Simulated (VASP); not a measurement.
# NaH (P6_3/mmc) in VASP: further runs

The runs below take NaH through single point, with PBE, r2SCAN.

All numbers are computed with VASP 6.6.1; they aren't measurements. Logs are shortened: lines on timing, memory, paths and dates and some standing lists are left out, and cuts for length are marked.

## 1. The cell of the first run

Symmetry: P6_3/mmc, No. 194, hexagonal system. Conventional cell: a = 3.319 Å, b = 3.319 Å, c = 5.831 Å, α = 90.00°, β = 90.00°, γ = 120.00°. Na (site symmetry -3m) has 6 H at 2.41 Å and 8 Na at 2.92 to 3.32 Å within 3.4 Å. H (site symmetry -6m2) has 6 Na at 2.41 Å and 12 H at 3.32 to 3.49 Å within 3.5 Å.

## 2. Single point, PBE

INCAR reads:

```
PREC = Accurate ; ENCUT = 520
EDIFF = 1E-6 ; ISMEAR = 0
SIGMA = 0.01 ; LREAL = False
LASPH = True ; NELM = 80
ALGO = Normal ; ISIF = 2
LWAVE = False ; LCHARG = False
GGA = PE ; NBANDS = 16
```

KPOINTS reads:

```
Automatic mesh
0
Gamma
  9 9 4
```

POSCAR reads:

```
NaH
1.0
    3.3191587685      0.0000000000      0.0000000000
   -1.6595793843      2.8744758127      0.0000000000
    0.0000000000      0.0000000000      5.8309537772
Na H
2 2
Direct
    0.0000000000      0.0000000000      0.0000000000
    0.0000000000      0.0000000000      0.5000000000
    0.3333333333      0.6666666667      0.2500000000
    0.6666666667      0.3333333333      0.7500000000
```

Potentials or basis: VASP PAW PBE potentials, release 64 (Na_pv, H).

On the command line:

```console
> cat potpaw_PBE.64/Na_pv/POTCAR potpaw_PBE.64/H/POTCAR > POTCAR
> mpirun -np 1 vasp_std > vasp.out
```

OUTCAR:

```text
PREC = Accurate
   ENCUT = 520
   EDIFF = 1E-6
   ISMEAR = 0
   LREAL = False
   LASPH = True
   NELM = 80
   ISIF = 2
   GGA = PE

 ion  position               nearest neighbor table
   1  0.000  0.000  0.000-
   2  0.000  0.000  0.500-
   3  0.333  0.667  0.250-
   4  0.667  0.333  0.750-

  LATTYP: Found a hexagonal cell.
 ALAT       =     3.3191587685
 C/A-ratio  =     1.7567565109

  Lattice vectors:

 A1 = (   3.3191587685,   0.0000000000,   0.0000000000)
 A2 = (  -1.6595793843,   2.8744758127,   0.0000000000)
 A3 = (   0.0000000000,   0.0000000000,   5.8309537772)

Analysis of symmetry for initial positions (statically):
=====================================================================
 Subroutine PRICEL returns:
 Original cell was already a primitive cell.

 Routine SETGRP: Setting up the symmetry group for a
 hexagonal supercell.

 Subroutine GETGRP returns: Found 24 space group operations
 (whereof 12 operations were pure point group operations)
 out of a pool of 24 trial point group operations.

The static configuration has the point symmetry D_3d.
 The point group associated with its full space group is D_6h.

Analysis of symmetry for dynamics (positions and initial velocities):
=====================================================================
 Subroutine PRICEL returns:
 Original cell was already a primitive cell.

 Routine SETGRP: Setting up the symmetry group for a
 hexagonal supercell.

 Subroutine GETGRP returns: Found 24 space group operations
 (whereof 12 operations were pure point group operations)
 out of a pool of 24 trial point group operations.

The dynamic configuration has the point symmetry D_3d.
 The point group associated with its full space group is D_6h.

 Subroutine INISYM returns: Found 24 space group operations
 (whereof 12 operations are pure point group operations),
 and found     1 'primitive' translations

----------------------------------------------------------------------------------------

                                     Primitive cell

  volume of cell :      55.6322

  direct lattice vectors                    reciprocal lattice vectors
     3.319158768  0.000000000  0.000000000     0.301281159  0.173944758  0.000000000
    -1.659579384  2.874475813  0.000000000     0.000000000  0.347889516  0.000000000
     0.000000000  0.000000000  5.830953777     0.000000000  0.000000000  0.171498530

  length of vectors
     3.319158768  3.319158769  5.830953777     0.347889516  0.347889516  0.171498530

  position of ions in fractional coordinates (direct lattice)
[... 88 lines left out ...]
   NFREE  =      0    steps in history (QN), initial steepest desc. (CG)
   ISIF   =      2    stress and relaxation
   ISYM   =      2    0-nonsym 1-usesym 2-fastsym
   POTIM  = 0.5000    time-step for ionic-motion
   TEBEG  =    0.0;   TEEND  =   0.0 temperature during run
   PSTRESS=    0.0 pullay stress
   NELECT =      16.0000    total number of electrons
   NUPDOWN=      -1.0000    fix difference up-down
   EMIN   =  10.00;   EMAX   =-10.00  energy-range for DOS
   EFERMI =   0.00;   METHOD = LEGACY
   ISMEAR =     0;   SIGMA  =   0.01  broadening in eV -4-tet -1-fermi 0-gaus
   EFERMI_NEDOS =   21; number of points for ismear=-14 and -15
   IALGO  =     38    algorithm
   IMIX   =      4    mixing-type and parameters
     AMIX     =   0.40;   BMIX     =  1.00
     AMIX_MAG =   1.60;   BMIX_MAG =  1.00
  volume/ion in A,a.u.               =      13.91        93.86
  Fermi-wavevector in a.u.,A,eV,Ry     =   1.080619  2.042074 15.888042  1.167738
  Thomas-Fermi vector in A             =   2.216615
   LORBIT       =      0    0 simple, 1 ext, 2 COOP (PROOUT), +10 PAW based schemes
   GGA     = PE    functional components
   LHFCALC =     F    Hartree Fock is set to
   AEXX    =    0.0000 exact exchange contribution
   IVDW    =     0    specifies the selected vdW correction
   LEPSILON=     F    determine dielectric tensor
   LRPA    =     F    only Hartree local field effects (RPA)
 non-spin polarized calculation
 Gauss-broadening in eV      SIGMA  =   0.01
  energy-cutoff  :      520.00
  volume of cell :       55.63
 maximum number of plane-waves:      1521
 NGX is ok and might be reduce to    28
   NGX = 13   NGY = 13   NGZ = 21

 number of electron      16.0000008 magnetization

 Free energy of the ion-electron system (eV)
  ---------------------------------------------------
  ext. energy  EPLUGINS =         0.00000000
  ---------------------------------------------------
  free energy    TOTEN  =        -9.99550084 eV

  energy without entropy =       -9.99550084  energy(sigma->0) =       -9.99550084

 E-fermi :  -0.9365     XC(G=0):  -7.8124

 val. band max:       -1.0771882768   @ k =   0.3333   0.2222   0.0000
 cond. band min:       2.3469391011   @ k =   0.0000   0.0000   0.0000
 fundamental gap:      3.4241273779
 Fermi energy:        -0.9365183023

 k-point     1 :       0.0000    0.0000    0.0000
  band No.  band energies     occupation
      1     -23.4505      2.00000
      2     -23.2920      2.00000
      3     -23.2920      2.00000
      4     -23.2727      2.00000
      5     -23.2727      2.00000
      6     -23.2533      2.00000
[... 433 lines left out ...]
      3     -23.3538      2.00000
      4     -23.3343      2.00000
      5     -23.3343      2.00000
      6     -23.2701      2.00000
[... 8 lines left out ...]
     15      12.8101      0.00000
     16      14.1068      0.00000

 [... further k-points ...]

------------------------ aborting loop because EDIFF is reached ----------------------------------------

  FORCE on cell =-STRESS in cart. coord.  units (eV):
  Direction    XX          YY          ZZ          XY          YZ          ZX
  --------------------------------------------------------------------------------------
  -------------------------------------------------------------------------------------
  Total        0.1676075      0.1676075      0.2444750     -0.0000000      0.0000000      0.0000000
  in kB        4.8270056      4.8270056      7.0407476     -0.0000000      0.0000000      0.0000000
  external PRESSURE =       5.5649196 kB  Pullay stress =       0.0000000 kB

 VOLUME and BASIS-vectors are now :
 -----------------------------------------------------------------------------
  energy-cutoff  :      520.00
  volume of cell :       55.63
      direct lattice vectors                 reciprocal lattice vectors
     3.319158768  0.000000000  0.000000000     0.301281159  0.173944758  0.000000000
    -1.659579384  2.874475813  0.000000000     0.000000000  0.347889516  0.000000000
     0.000000000  0.000000000  5.830953777     0.000000000  0.000000000  0.171498530

 POSITION                                       TOTAL-FORCE (eV/Angst)
 -----------------------------------------------------------------------------------
      0.00000      0.00000      0.00000         0.000000      0.000000      0.000000
      0.00000      0.00000      2.91548         0.000000      0.000000      0.000000
     -0.00000      1.91632      1.45774        -0.000000      0.000000      0.000000
      1.65958      0.95816      4.37322         0.000000     -0.000000      0.000000
 -----------------------------------------------------------------------------------
    total drift:                               -0.000000     -0.000000      0.000000

  FREE ENERGIE OF THE ION-ELECTRON SYSTEM (eV)
  ---------------------------------------------------
  free  energy   TOTEN  =        -9.9955008369 eV

  energy  without entropy=       -9.9955008369  energy(sigma->0) =       -9.99550084
```

OSZICAR:

```text
N       E                     dE             d eps       ncg     rms          rms(c)
DAV:   1     0.113458328411E+03    0.11346E+03   -0.85748E+03  1184   0.107E+03
DAV:   2    -0.489320357302E+01   -0.11835E+03   -0.11354E+03  1224   0.304E+02
DAV:   3    -0.107893415638E+02   -0.58961E+01   -0.58822E+01  1560   0.704E+01
DAV:   4    -0.108673118136E+02   -0.77970E-01   -0.77966E-01  1320   0.912E+00
DAV:   5    -0.108686690096E+02   -0.13572E-02   -0.13572E-02  1512   0.113E+00    0.454E+00
DAV:   6    -0.101771808511E+02    0.69149E+00   -0.28216E-01  1584   0.392E+00    0.211E+00
DAV:   7    -0.998562224889E+01    0.19156E+00   -0.36307E-01  1608   0.300E+00    0.483E-01
DAV:   8    -0.999557841895E+01   -0.99562E-02   -0.20973E-02  1224   0.143E+00    0.109E-01
DAV:   9    -0.999554985296E+01    0.28566E-04   -0.22726E-03  1536   0.564E-01    0.353E-02
DAV:  10    -0.999549413796E+01    0.55715E-04   -0.10297E-04  1264   0.733E-02    0.899E-03
DAV:  11    -0.999550157425E+01   -0.74363E-05   -0.10599E-05  1336   0.201E-02    0.687E-03
DAV:  12    -0.999550083691E+01    0.73734E-06   -0.96368E-07  1288   0.604E-03
   1 F= -.99955008E+01 E0= -.99955008E+01  d E =-.240818E-89
```

stdout:

```text
POSCAR found type information on POSCAR NaH
 POSCAR found :  2 types and       4 ions
 scaLAPACK will be used
 LDA part: xc-table for (Slater+PW92), standard interpolation
 POSCAR, INCAR and KPOINTS ok, starting setup
 FFT: planning ... GRIDC
 FFT: planning ... GRID_SOFT
 FFT: planning ... GRID
 WAVECAR not read
 entering main loop
```

Wall time 32 s (1 thread of Intel Xeon Platinum 8259CL at 2.50GHz (Skylake/Cascade Lake), shared host); peak memory 0.18 GiB.

Results:

| Item | Value |
| --- | --- |
| Free energy | -9.9955 eV |
| Pressure | 0.6 GPa |
| Band gap on the k mesh | 3.42 eV (least direct gap 4.57 eV) |

Stress tensor (GPa, compression positive):
```
0.48 0.00 0.00
0.00 0.48 0.00
0.00 0.00 0.70
```

Caveat: an odd mesh through Γ misses points on the zone boundary, where band edges can lie.

## 3. Single point, PBE

INCAR reads:

```
SYSTEM = NaH
  PREC = Accurate
  ENCUT = 520
  EDIFF = 1E-7
  ISMEAR = 0
  SIGMA = 0.01
  LREAL = .FALSE.
  LASPH = .TRUE.
  NELM = 100
  ALGO = Normal
  ISIF = 2
  LWAVE = .FALSE.
  LCHARG = .FALSE.
  GGA = PE
  NBANDS = 16
```

KPOINTS reads:

```
regular mesh
0
G
  9 9 4
  0 0 0
```

POSCAR is that of step 2.

Potentials or basis: VASP PAW PBE potentials, release 64 (Na_pv, H).

On the command line:

```console
> cat potpaw_PBE.64/Na_pv/POTCAR potpaw_PBE.64/H/POTCAR > POTCAR
> mpirun -np 1 vasp_std > vasp.out
```

Run time: 33 s. Hardware: 1 thread of Intel Xeon Platinum 8259CL at 2.50GHz (Skylake/Cascade Lake), shared host; peak memory 0.18 GiB.

The run converged. Its results:

```
Free energy            : -9.9955 eV
Pressure               : 0.6 GPa
Band gap on the k mesh : 3.42 eV (least direct gap 4.57 eV)
```

Stress tensor (GPa, compression positive):
```
0.48 0.00 0.00
0.00 0.48 0.00
0.00 0.00 0.70
```

Levels at points of the mesh, in eV from the valence-band top:
```tsv
k point	band 6	band 7	band 8	band 9	band 10	band 11
(0.00, 0.00, 0.00)	-22.18	-3.63	-1.14	3.42	10.45	11.47
(0.00, 0.00, 0.50)	-22.21	-2.69	-2.69	6.65	6.65	12.06
```

Caveat: an odd mesh through Γ misses points on the zone boundary, where band edges can lie.

## 4. Single point, r2SCAN

POSCAR is that of step 3.

INCAR.step1 reads:

```
PREC = Accurate
ENCUT = 520
ISMEAR = 0
SIGMA = 0.01
LREAL = F
LASPH = T
NELM = 60
NBANDS = 16
GGA = PE
ALGO = Normal
EDIFF = 1E-4
LWAVE = T
LCHARG = F
```

INCAR.step2 reads:

```
PREC = Accurate
ENCUT = 520
EDIFF = 1E-6
ISMEAR = 0
SIGMA = 0.01
LREAL = F
LASPH = T
NELM = 60
ALGO = Normal
ISIF = 2
LWAVE = F
LCHARG = T
METAGGA = R2SCAN
LMIXTAU = T
LELF = T
LVHAR = T
NBANDS = 16
ISTART = 1
```

KPOINTS reads:

```
regular mesh
0
Gamma
  9 9 4
```

Potentials or basis: VASP PAW PBE potentials, release 64 (Na_pv, H).

On the command line:

```console
> cat potpaw_PBE.64/Na_pv/POTCAR potpaw_PBE.64/H/POTCAR > POTCAR
> cp INCAR.step1 INCAR
> mpirun -np 1 vasp_std > vasp.out
> cp INCAR.step2 INCAR
> mpirun -np 1 vasp_std > vasp.out
```

OUTCAR:

```text
PREC = Accurate
   ENCUT = 520
   EDIFF = 1E-6
   ISMEAR = 0
   LREAL = F
   LASPH = T
   NELM = 60
   ISIF = 2
   METAGGA = R2SCAN
   ISTART = 1

 ion  position               nearest neighbor table
   1  0.000  0.000  0.000-
   2  0.000  0.000  0.500-
   3  0.333  0.667  0.250-
   4  0.667  0.333  0.750-

  LATTYP: Found a hexagonal cell.
[... 656 lines left out ...]

  FORCE on cell =-STRESS in cart. coord.  units (eV):
  Direction    XX          YY          ZZ          XY          YZ          ZX
  --------------------------------------------------------------------------------------
  -------------------------------------------------------------------------------------
  Total       -0.1004954     -0.1004954     -0.0408827      0.0000000      0.0000000      0.0000000
  in kB       -2.8942125     -2.8942125     -1.1773983      0.0000000      0.0000000      0.0000000
  external PRESSURE =      -2.3219411 kB  Pullay stress =       0.0000000 kB

 VOLUME and BASIS-vectors are now :
 -----------------------------------------------------------------------------
  energy-cutoff  :      520.00
  volume of cell :       55.63
      direct lattice vectors                 reciprocal lattice vectors
     3.319158768  0.000000000  0.000000000     0.301281159  0.173944758  0.000000000
    -1.659579384  2.874475813  0.000000000     0.000000000  0.347889516  0.000000000
     0.000000000  0.000000000  5.830953777     0.000000000  0.000000000  0.171498530

 POSITION                                       TOTAL-FORCE (eV/Angst)
 -----------------------------------------------------------------------------------
      0.00000      0.00000      0.00000        -0.000000      0.000000     -0.000000
      0.00000      0.00000      2.91548        -0.000000      0.000000     -0.000000
     -0.00000      1.91632      1.45774        -0.000000      0.000000     -0.000000
      1.65958      0.95816      4.37322         0.000000     -0.000000      0.000000
 -----------------------------------------------------------------------------------
    total drift:                               -0.000000     -0.000000      0.000000

  FREE ENERGIE OF THE ION-ELECTRON SYSTEM (eV)
  ---------------------------------------------------
  free  energy   TOTEN  =       -15.0250441763 eV

  energy  without entropy=      -15.0250441763  energy(sigma->0) =      -15.02504418
```

OUTCAR.step1:

```text
PREC = Accurate
   ENCUT = 520
   ISMEAR = 0
   LREAL = F
[... 688 lines left out ...]
      0.00000      0.00000      0.00000        -0.000000      0.000000      0.000000
      0.00000      0.00000      2.91548        -0.000000      0.000000      0.000000
     -0.00000      1.91632      1.45774         0.000000     -0.000000      0.000000
      1.65958      0.95816      4.37322        -0.000000      0.000000     -0.000000
 -----------------------------------------------------------------------------------
    total drift:                               -0.000000     -0.000000      0.000000

  FREE ENERGIE OF THE ION-ELECTRON SYSTEM (eV)
  ---------------------------------------------------
  free  energy   TOTEN  =        -9.9954940981 eV

  energy  without entropy=       -9.9954940981  energy(sigma->0) =       -9.99549410
```

Wall time 2.4 min (1 thread of Intel Xeon Platinum 8259CL at 2.50GHz (Skylake/Cascade Lake), shared host); peak memory 0.19 GiB.

What came out:

```yaml
Free_energy: -15.0250 eV
Pressure: -0.2 GPa
Band_gap_on_the_k_mesh: 4.04 eV (least direct gap 5.18 eV)
```

Levels at points of the mesh, in eV from the valence-band top:
| k point | band 5 | band 6 | band 7 | band 8 | band 9 | band 10 | band 11 | band 12 |
| --- | --- | --- | --- | --- | --- | --- | --- | --- |
| (0.00, 0.00, 0.00) | -23.00 | -22.99 | -3.57 | -1.14 | 4.04 | 11.43 | 12.41 | 14.59 |
| (0.00, 0.00, 0.50) | -23.01 | -23.01 | -2.63 | -2.63 | 7.30 | 7.30 | 13.00 | 13.00 |

Caveat: the PAW data sets were made with another functional, which shifts forces and pressure a little; an odd mesh through Γ misses points on the zone boundary, where band edges can lie.
